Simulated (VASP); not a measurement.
# PrW2I2 (I4/mmm) in VASP: further runs

Runs on PrW2I2. Level: PBE. Tasks: single point.

Everything below comes from runs of VASP 6.6.1. Logs are shortened: lines on timing, memory, paths and dates and some standing lists are left out, and cuts for length are marked.

## Step 1: The cell of the first run

The structure is tetragonal, space group I4/mmm (No. 139). The conventional cell has a = 4.651 Å, b = 4.651 Å, c = 11.570 Å, α = 90.00°, β = 90.00°, γ = 90.00°. Within 4.8 Å of Pr (site symmetry 4/mmm) lie 10 I at 3.66 to 4.17 Å and 8 W at 3.71 Å and 4 Pr at 4.65 Å. Within 3.5 Å of W (site symmetry -4m2) lie 4 I at 2.65 Å and 4 W at 3.29 Å. Within 3.5 Å of I (site symmetry 4mm) lie 4 W at 2.65 Å and 1 I at 3.22 Å.

The cell was built from a structure type or drawn by symmetry, and may not be a known phase.

## Step 2: Single point, PBE

Contents of INCAR:

```
SYSTEM = PrW2I2
PREC = Accurate
ENCUT = 500
EDIFF = 1E-6
ISMEAR = 0
SIGMA = 0.2
LREAL = .FALSE.
LASPH = .TRUE.
NELM = 200
ALGO = Normal
ISIF = 2
LWAVE = .FALSE.
LCHARG = .TRUE.
GGA = PE
LELF = .TRUE.
LVHAR = .TRUE.
NBANDS = 34
GGA_COMPAT = .FALSE.
LMAXMIX = 6
```

Contents of KPOINTS:

```
Automatic mesh
0
G
  4 4 4
  0 0 0
```

Contents of POSCAR:

```
PrW2I2
1.0
   -2.3255379044      2.3255379044      5.7848510923
    2.3255379044     -2.3255379044      5.7848510923
    2.3255379044      2.3255379044     -5.7848510923
Pr W I
1 2 2
Direct
    0.5000000000      0.5000000000      0.0000000000
    0.7500000000      0.2500000000      0.5000000000
    0.2500000000      0.7500000000      0.5000000000
    0.1393318049      0.1393318049      0.0000000000
    0.8606681951      0.8606681951      0.0000000000
```

Potentials or basis: VASP PAW PBE potentials, release 64 (Pr_3, W_sv, I), 4f in core.

Started as:

```sh
$ cat potpaw_PBE.64/Pr_3/POTCAR potpaw_PBE.64/W_sv/POTCAR potpaw_PBE.64/I/POTCAR > POTCAR
$ mpirun -np 1 vasp_std > vasp.out
```

OUTCAR:

```text
SYSTEM = PrW2I2
   PREC = Accurate
   ENCUT = 500
   EDIFF = 1E-6
   ISMEAR = 0
   LREAL = .FALSE.
   LASPH = .TRUE.
   NELM = 200
   ISIF = 2
   GGA = PE

 ion  position               nearest neighbor table
   1  0.500  0.500  0.000-   4 3.66   4 3.66   4 3.66   5 3.66   4 3.66   5 3.66   5 3.66   5 3.66
                             2 3.71   3 3.71   3 3.71   2 3.71   3 3.71   2 3.71   2 3.71   3 3.71
   2  0.750  0.250  0.500-   5 2.65   4 2.65   5 2.65   4 2.65   3 3.29   3 3.29   3 3.29   3 3.29
                             1 3.71   1 3.71   1 3.71   1 3.71
   3  0.250  0.750  0.500-   5 2.65   4 2.65   5 2.65   4 2.65   2 3.29   2 3.29   2 3.29   2 3.29
                             1 3.71   1 3.71   1 3.71   1 3.71
   4  0.139  0.139  0.000-   2 2.65   3 2.65   2 2.65   3 2.65   5 3.22   1 3.66   1 3.66   1 3.66
                             1 3.66
   5  0.861  0.861  0.000-   2 2.65   3 2.65   2 2.65   3 2.65   4 3.22   1 3.66   1 3.66   1 3.66
                             1 3.66

  LATTYP: Found a body centered tetragonal cell.
 ALAT       =     4.6510758088
 C/A-ratio  =     2.4875324893

  Lattice vectors:

 A1 = (  -2.3255379044,   2.3255379044,   5.7848510923)
 A2 = (   2.3255379044,  -2.3255379044,   5.7848510923)
 A3 = (   2.3255379044,   2.3255379044,  -5.7848510923)

Analysis of symmetry for initial positions (statically):
=====================================================================
 Subroutine PRICEL returns:
 Original cell was already a primitive cell.

 Routine SETGRP: Setting up the symmetry group for a
 body centered tetragonal supercell.

 Subroutine GETGRP returns: Found 16 space group operations
 (whereof 16 operations were pure point group operations)
 out of a pool of 16 trial point group operations.

The static configuration has the point symmetry D_4h.

Analysis of symmetry for dynamics (positions and initial velocities):
=====================================================================
 Subroutine PRICEL returns:
 Original cell was already a primitive cell.

 Routine SETGRP: Setting up the symmetry group for a
 body centered tetragonal supercell.

 Subroutine GETGRP returns: Found 16 space group operations
 (whereof 16 operations were pure point group operations)
 out of a pool of 16 trial point group operations.

The dynamic configuration has the point symmetry D_4h.

 Subroutine INISYM returns: Found 16 space group operations
 (whereof 16 operations are pure point group operations),
 and found     1 'primitive' translations

----------------------------------------------------------------------------------------

[... 91 lines left out ...]
   NFREE  =      0    steps in history (QN), initial steepest desc. (CG)
   ISIF   =      2    stress and relaxation
   ISYM   =      2    0-nonsym 1-usesym 2-fastsym
   POTIM  = 0.5000    time-step for ionic-motion
   TEBEG  =    0.0;   TEEND  =   0.0 temperature during run
   PSTRESS=    0.0 pullay stress
   NELECT =      53.0000    total number of electrons
   NUPDOWN=      -1.0000    fix difference up-down
   EMIN   =  10.00;   EMAX   =-10.00  energy-range for DOS
   EFERMI =   0.00;   METHOD = LEGACY
   ISMEAR =     0;   SIGMA  =   0.20  broadening in eV -4-tet -1-fermi 0-gaus
   EFERMI_NEDOS =   21; number of points for ismear=-14 and -15
   IALGO  =     38    algorithm
   IMIX   =      4    mixing-type and parameters
     AMIX     =   0.40;   BMIX     =  1.00
     AMIX_MAG =   1.60;   BMIX_MAG =  1.00
  volume/ion in A,a.u.               =      25.03       168.90
  Fermi-wavevector in a.u.,A,eV,Ry     =   1.229420  2.323268 20.564862  1.511475
  Thomas-Fermi vector in A             =   2.364308
   LORBIT       =      0    0 simple, 1 ext, 2 COOP (PROOUT), +10 PAW based schemes
   GGA     = PE    functional components
   LHFCALC =     F    Hartree Fock is set to
   AEXX    =    0.0000 exact exchange contribution
   IVDW    =     0    specifies the selected vdW correction
   LEPSILON=     F    determine dielectric tensor
   LRPA    =     F    only Hartree local field effects (RPA)
 non-spin polarized calculation
 Gauss-broadening in eV      SIGMA  =   0.20
  energy-cutoff  :      500.00
  volume of cell :      125.14
 maximum number of plane-waves:      3192
 NGX is ok and might be reduce to    50
   NGX = 25   NGY = 25   NGZ = 25

 number of electron      53.0000002 magnetization

 Free energy of the ion-electron system (eV)
  ---------------------------------------------------
  ext. energy  EPLUGINS =         0.00000000
  ---------------------------------------------------
  free energy    TOTEN  =       -28.56673414 eV

  energy without entropy =      -28.47293047  energy(sigma->0) =      -28.51983230

 E-fermi :   8.2762     XC(G=0): -10.8187

 val. band max:        8.2641379932   @ k =   0.5000   0.5000   0.2500
 cond. band min:       8.2891710186   @ k =  -0.2500   0.5000   0.2500
 fundamental gap:      0.0250330253
 Fermi energy:         8.2761722166

 k-point     1 :       0.0000    0.0000    0.0000
  band No.  band energies     occupation
      1     -65.5016      2.00000
      2     -65.4908      2.00000
      3     -29.9039      2.00000
      4     -29.9039      2.00000
      5     -29.7600      2.00000
      6     -29.7600      2.00000
[... 470 lines left out ...]
     33      10.9807      0.00000
     34      11.4253      0.00000

------------------------ aborting loop because EDIFF is reached ----------------------------------------

  FORCE on cell =-STRESS in cart. coord.  units (eV):
  Direction    XX          YY          ZZ          XY          YZ          ZX
  --------------------------------------------------------------------------------------
  -------------------------------------------------------------------------------------
  Total       -0.0965048     -0.0965048      0.5057211      0.0000000      0.0000000      0.0000000
  in kB       -1.2355504     -1.2355504      6.4747444      0.0000000      0.0000000      0.0000000
  external PRESSURE =       1.3345478 kB  Pullay stress =       0.0000000 kB

 VOLUME and BASIS-vectors are now :
 -----------------------------------------------------------------------------
  energy-cutoff  :      500.00
  volume of cell :      125.14
      direct lattice vectors                 reciprocal lattice vectors
    -2.325537904  2.325537904  5.784851092     0.000000000  0.215004021  0.086432648
     2.325537904 -2.325537904  5.784851092     0.215004021  0.000000000  0.086432648
     2.325537904  2.325537904 -5.784851092     0.215004021  0.215004021  0.000000000

 POSITION                                       TOTAL-FORCE (eV/Angst)
 -----------------------------------------------------------------------------------
      0.00000      0.00000      5.78485         0.000000      0.000000      0.000000
      0.00000      2.32554      2.89243         0.000000      0.000000      0.000000
      2.32554      0.00000      2.89243         0.000000      0.000000      0.000000
      0.00000      0.00000      1.61203        -0.000000     -0.000000     -0.030031
      0.00000      0.00000      9.95767        -0.000000     -0.000000      0.030031
 -----------------------------------------------------------------------------------
    total drift:                               -0.000000      0.000000      0.000000

  FREE ENERGIE OF THE ION-ELECTRON SYSTEM (eV)
  ---------------------------------------------------
  free  energy   TOTEN  =       -28.5667341369 eV

  energy  without entropy=      -28.4729304698  energy(sigma->0) =      -28.51983230
```

OSZICAR:

```text
N       E                     dE             d eps       ncg     rms          rms(c)
DAV:   1     0.531755769111E+03    0.53176E+03   -0.27582E+04   972   0.146E+03
DAV:   2     0.367992344693E+01   -0.52808E+03   -0.51686E+03  1006   0.417E+02
DAV:   3    -0.278760535928E+02   -0.31556E+02   -0.30757E+02  1242   0.912E+01
DAV:   4    -0.294671973437E+02   -0.15911E+01   -0.15720E+01  1344   0.167E+01
DAV:   5    -0.294971504876E+02   -0.29953E-01   -0.29913E-01  1254   0.238E+00    0.266E+01
DAV:   6    -0.288137838410E+02    0.68337E+00   -0.30051E+00  1180   0.893E+00    0.118E+01
DAV:   7    -0.287528962094E+02    0.60888E-01   -0.29195E+00  1134   0.544E+00    0.585E+00
DAV:   8    -0.285694867184E+02    0.18341E+00   -0.11199E+00  1124   0.410E+00    0.272E+00
DAV:   9    -0.285702157436E+02   -0.72903E-03   -0.30218E-02  1128   0.742E-01    0.204E+00
DAV:  10    -0.285686444343E+02    0.15713E-02   -0.33665E-02  1120   0.753E-01    0.131E+00
DAV:  11    -0.285668034513E+02    0.18410E-02   -0.69684E-03  1152   0.364E-01    0.339E-01
DAV:  12    -0.285667343173E+02    0.69134E-04   -0.46064E-04  1254   0.893E-02    0.229E-01
DAV:  13    -0.285667394889E+02   -0.51716E-05   -0.67787E-05  1232   0.422E-02    0.683E-02
DAV:  14    -0.285667358373E+02    0.36515E-05   -0.11112E-05  1140   0.133E-02    0.412E-02
DAV:  15    -0.285667342035E+02    0.16338E-05   -0.12764E-06   680   0.596E-03    0.138E-02
DAV:  16    -0.285667341369E+02    0.66636E-07   -0.63362E-07   584   0.413E-03
   1 F= -.28566734E+02 E0= -.28519832E+02  d E =-.938037E-01
```

It took 65 s on 1 thread of AMD EPYC 9R45 (Zen 5), shared host; peak memory 0.34 GiB.

Results:

| Item | Value |
| --- | --- |
| Free energy | -28.5667 eV |
| Pressure | 0.1 GPa |
| Largest force | 0.030 eV/Å |
| Band gap on the k mesh | zero (an odd number of electrons rules out a gap without spin polarisation) |

Forces on the atoms (eV/Å):
```
Pr   0.000  0.000  0.000
W    0.000  0.000  0.000
W    0.000  0.000  0.000
I    0.000  0.000 -0.030
I    0.000  0.000  0.030
```

Stress tensor (GPa, compression positive):
```
-0.12  0.00  0.00
 0.00 -0.12  0.00
 0.00  0.00  0.65
```

Levels at points of the mesh, in eV from the Fermi level:
| k point | band 22 | band 23 | band 24 | band 25 | band 26 | band 27 | band 28 | band 29 | band 30 | band 31 |
| --- | --- | --- | --- | --- | --- | --- | --- | --- | --- | --- |
| (0.00, 0.00, 0.00) | -1.83 | -0.90 | -0.88 | -0.13 | -0.13 | 0.61 | 0.69 | 1.67 | 1.67 | 1.70 |
| (0.50, 0.00, 0.00) | -1.69 | -1.50 | -1.32 | -1.03 | -0.69 | -0.42 | 0.43 | 0.83 | 2.03 | 2.06 |
| (0.50, 0.50, 0.00) | -2.04 | -1.74 | -1.54 | -0.96 | -0.65 | 0.17 | 0.26 | 1.92 | 1.95 | 1.95 |
| (0.50, 0.50, 0.50) | -2.35 | -1.09 | -0.52 | 0.59 | 0.59 | 0.64 | 0.76 | 1.35 | 1.51 | 1.51 |

Caveat: the k points lie up to 0.36 Å⁻¹ apart, too coarse for converged energies and pressures of a metal; spin-orbit coupling is left out, which moves the levels of the heavy elements; the 4f electrons are frozen in the core, so they carry no moment and show no levels; an odd number of electrons without spin polarisation forces a metal; a magnetic or distorted state may lie lower; the run has no spin polarisation, though such a crystal can be magnetic. Spin polarisation is off, so any magnetic state and its effect on volume and gap are missing.

## Step 3: Single point, PBE

This run uses another cell than the first one, of 31.94 Å³/atom.

Contents of INCAR:

```
SYSTEM = PrW2I2
PREC = Accurate
ENCUT = 500
EDIFF = 1E-6
ISMEAR = 0
SIGMA = 0.2
LREAL = .False.
LASPH = .True.
NELM = 200
ALGO = Normal
ISIF = 2
LWAVE = .False.
LCHARG = .True.
GGA = PE
LELF = .True.
LVHAR = .True.
NBANDS = 34
GGA_COMPAT = .False.
LMAXMIX = 6
```

Contents of KPOINTS:

```
Automatic mesh
0
Gamma
  4 4 4
  0 0 0
```

Contents of POSCAR:

```
PrW2I2
1.0
   -2.7535893912      2.7535893912      5.2652130656
    2.7535893912     -2.7535893912      5.2652130656
    2.7535893912      2.7535893912     -5.2652130656
Pr W I
1 2 2
Direct
    0.0000000000      0.0000000000      0.0000000000
    0.5000000000      0.0000000000      0.5000000000
    0.0000000000      0.5000000000      0.5000000000
    0.7500000000      0.2500000000      0.5000000000
    0.2500000000      0.7500000000      0.5000000000
```

Potentials or basis: VASP PAW PBE potentials, release 64 (Pr_3, W_sv, I), 4f in core.

Started as:

```sh
$ cat potpaw_PBE.64/Pr_3/POTCAR potpaw_PBE.64/W_sv/POTCAR potpaw_PBE.64/I/POTCAR > POTCAR
$ mpirun -np 1 vasp_std > vasp.out
```

Wall time 52 s (1 thread of AMD EPYC 9R45 (Zen 5), shared host); peak memory 0.32 GiB.

It converged, with:

* Free energy: -25.8904 eV
* Pressure: 0.0 GPa
* Band gap on the k mesh: zero (an odd number of electrons rules out a gap without spin polarisation)

Stress tensor (GPa, compression positive):
```
 0.05  0.00  0.00
 0.00  0.05  0.00
 0.00  0.00 -0.04
```

Levels at points of the mesh, in eV from the Fermi level:
| k point | band 23 | band 24 | band 25 | band 26 | band 27 | band 28 | band 29 | band 30 |
| --- | --- | --- | --- | --- | --- | --- | --- | --- |
| (0.00, 0.00, 0.00) | -2.62 | -1.05 | -1.05 | -0.91 | 0.09 | 0.37 | 0.37 | 1.17 |
| (0.50, 0.00, 0.00) | -1.09 | -0.77 | -0.59 | -0.36 | -0.05 | -0.01 | 0.15 | 0.94 |
| (0.50, 0.50, 0.00) | -1.04 | -0.48 | -0.47 | 0.31 | 0.41 | 0.88 | 0.90 | 1.26 |
| (0.50, 0.50, 0.50) | -2.56 | -2.00 | -2.00 | -0.94 | 0.49 | 1.12 | 1.12 | 1.17 |

Caveat: spin-orbit coupling is left out, which moves the levels of the heavy elements; the 4f electrons are frozen in the core, so they carry no moment and show no levels; an odd number of electrons without spin polarisation forces a metal; a magnetic or distorted state may lie lower; the run has no spin polarisation, though such a crystal can be magnetic. Spin polarisation is off, so any magnetic state and its effect on volume and gap are missing.
